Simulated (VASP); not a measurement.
**CaF2: single point with PBE**

Crystal: CaF2.

```
Ca F
1.0
     0.00000    2.75960    2.75960
     2.75960    0.00000    2.75960
     2.75960    2.75960    0.00000
Ca F
1 2
Direct
  0.00000 0.00000 0.00000
  0.25000 0.25000 0.25000
  0.75000 0.75000 0.75000
```

```yaml
Program: VASP 6.6.1
Task: single point
Functional: PBE
Potentials_or_basis: VASP PAW PBE potentials, release 64 (Ca_sv, F)
Cutoff: 600 eV
k_mesh: 4 × 4 × 4
Occupations: gaussian, width 0.15 eV
Spin: no spin polarisation
```

```json
{
 "Pressure": "-0.2 GPa",
 "Band gap on the k mesh": "7.10 eV, indirect (least direct gap 7.35 eV)"
}
```

Levels at points of the mesh, in eV from the valence-band top:
| k point | band 8 | band 9 | band 10 | band 11 | band 12 | band 13 | band 14 | band 15 | band 16 | band 17 |
| --- | --- | --- | --- | --- | --- | --- | --- | --- | --- | --- |
| (0.00, 0.00, 0.00) | -2.01 | -2.01 | -0.25 | -0.25 | -0.25 | 7.10 | 9.04 | 9.04 | 10.98 | 10.98 |
| (0.50, 0.00, 0.00) | -1.44 | -1.25 | -1.20 | -0.81 | -0.81 | 9.24 | 9.24 | 9.54 | 10.57 | 10.73 |
| (0.50, 0.50, 0.00) | -1.60 | -1.60 | -0.35 | -0.35 | 0.00 | 8.03 | 9.34 | 9.91 | 10.66 | 10.66 |

Wall time 15 s on 1 thread of Intel(R) Xeon(R) Platinum 8375C CPU @ 2.90GHz (Ice Lake), on a shared host, peak memory 0.17 GiB.

Caveat: the k points lie up to 0.49 Å⁻¹ apart. A k mesh can miss the band edges.
